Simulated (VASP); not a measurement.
Here is a VASP 6.6.1 calculation.

Contents of INCAR:

```
SYSTEM = Ir
PREC = Accurate ; ENCUT = 520
EDIFF = 1E-6 ; ISMEAR = -1
SIGMA = 0.05 ; LREAL = .FALSE.
LASPH = .TRUE. ; NELM = 80
ALGO = Normal ; ISIF = 2
LWAVE = .FALSE. ; LCHARG = .FALSE.
GGA = PE ; NBANDS = 16
```

The input KPOINTS:

```
regular mesh
0
G
  19 19 11
  0 0 0
```

Contents of POSCAR:

```
Ir
1.0
    2.7461048511      0.0000000000      0.0000000000
   -1.3730524255      2.3781965625      0.0000000000
    0.0000000000      0.0000000000      4.4602415583
Ir
2
Direct
    0.3333333333      0.6666666667      0.2500000000
    0.6666666667      0.3333333333      0.7500000000
```

Potentials or basis: VASP PAW PBE potentials, release 64 (Ir).

Launch:

```console
$ cat potpaw_PBE.64/Ir/POTCAR > POTCAR
$ mpirun -np 1 vasp_std > vasp.out
```

Question: Estimate the pressure.

Answer: 0.6 GPa.

Question: Estimate the band gap on the k mesh.

Answer: Zero (bands 9 and 10 overlap by 3.25 eV).

Caveat: spin-orbit coupling is left out, which moves the levels of the heavy elements.
